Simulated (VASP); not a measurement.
A run of VASP 6.6.1:

Contents of INCAR:

```
SYSTEM = Rb
PREC = Accurate
ENCUT = 520
EDIFF = 1E-6
ISMEAR = -1
SIGMA = 0.08
LREAL = .False.
LASPH = .True.
NELM = 100
ALGO = Normal
ISIF = 2
LWAVE = .False.
LCHARG = .True.
GGA = PE
LELF = .True.
LVHAR = .True.
NBANDS = 16
```

File KPOINTS:

```
Automatic mesh
0
Gamma
  9 9 5
  0 0 0
```

Contents of POSCAR:

```
Rb
1.0
    4.8317173237      0.0000000000      0.0000000000
   -2.4158586619      4.1843899463      0.0000000000
    0.0000000000      0.0000000000      7.9821478124
Rb
2
Direct
    0.3333333333      0.6666666667      0.2500000000
    0.6666666667      0.3333333333      0.7500000000
```

Potentials or basis: VASP PAW PBE potentials, release 64 (Rb_sv).

The run is started by

```console
$ cat potpaw_PBE.64/Rb_sv/POTCAR > POTCAR
$ mpirun -np 1 vasp_std > vasp.out
```

Hardware: 1 thread of Intel(R) Xeon(R) 6975P-C (Granite Rapids) (shared host).

Task: How long does it take, and how much memory?

Result: Wall time 24 s on 1 thread of Intel(R) Xeon(R) 6975P-C (Granite Rapids), with other jobs on the host, peak memory 0.29 GiB. Counts: scf iterations 11, k points 36.
